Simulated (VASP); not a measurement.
TlAs2:

```xyz
3
Lattice="0.0000 3.2585 3.2585 3.2585 0.0000 3.2585 3.2585 3.2585 0.0000" Properties=species:S:1:pos:R:3 pbc="T T T"
Tl    0.0000    0.0000    0.0000
As    1.6293    1.6293    1.6293
As    4.8878    4.8878    4.8878
```

```yaml
Program: VASP 6.6.1
Task: relaxation of cell and atoms
Functional: PBE
Potentials_or_basis: VASP PAW PBE potentials, release 64 (Tl_d, As)
Cutoff: 600 eV
k_mesh: 4 × 4 × 4
Occupations: gaussian, width 0.1 eV
Spin: no spin polarisation
```

At the start: pressure 11.3 GPa; volume 23.07 Å³/atom.

**Question.** Where does the relaxation end?

**Answer.** Over 3 steps the energy falls by 113.2 meV/atom and the volume is 26.75 Å³/atom (+16.0 %); space group Fm-3m (No. 225, to 0.1 Å) before and after.

The path:
| step | energy change (eV) | largest force (eV/Å) | pressure (GPa) | volume (Å³) |
| --- | --- | --- | --- | --- |
| 1 | 0.0000 | 0.0000 | 11.32 | 69.20 |
| 2 | -0.2641 | 0.0000 | -3.42 | 86.84 |
| 3 | -0.3396 | 0.0000 | 0.03 | 80.25 |

Final structure:
```xyz
3
Lattice="0.0000 3.4235 3.4235 3.4235 0.0000 3.4235 3.4235 3.4235 0.0000" Properties=species:S:1:pos:R:3 pbc="T T T"
Tl    0.0000    0.0000    0.0000
As    1.7118    1.7118    1.7118
As    5.1353    5.1353    5.1353
```

Caveat: the k points lie up to 0.40 Å⁻¹ apart in the final cell, too coarse for converged energies and pressures of a metal; the volume moved by over 15 % at a fixed basis, so the end points are rough.
